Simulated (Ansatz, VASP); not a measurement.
# One calculation of Mo, two programs

```
Mo
1.0
    -1.58022    1.56442    1.58022
     1.58022   -1.56442    1.58022
     1.58022    1.56442   -1.58022
Mo
1
Direct
  0.00000 0.00000 0.00000
```

Change from the starting cell: strain -0.0100 x Voigt [0, 1, 0, 0, 0, 0], atoms carried along.

Alike in both runs: task single point; functional PBE; k mesh 26 × 26 × 26; occupations gaussian, width 0.15 eV; no spin polarisation.

```csv
,VASP,Ansatz
version,VASP 6.6.1,Ansatz 0.2.0
potentials or method,"VASP PAW PBE potentials, release 64 (Mo_sv), cutoff 520 eV","scalar-relativistic, plane waves, PAW"
valence electrons in the cell,14,14
```

|  | VASP | Ansatz | Ansatz less VASP |
| --- | --- | --- | --- |
| gap on the k mesh at the Fermi level (eV) | none | none | - |
| pressure (GPa) | 3.3 | 2.8 | -0.53 |
| traceless stress, the component that is largest in VASP (GPa) | 2.14 | 2.14 | 0.000 |

A gap of «none» marks a metal or a gap that the smearing closes. With one functional, cell and mesh, what is left measures potentials, basis and numerics.
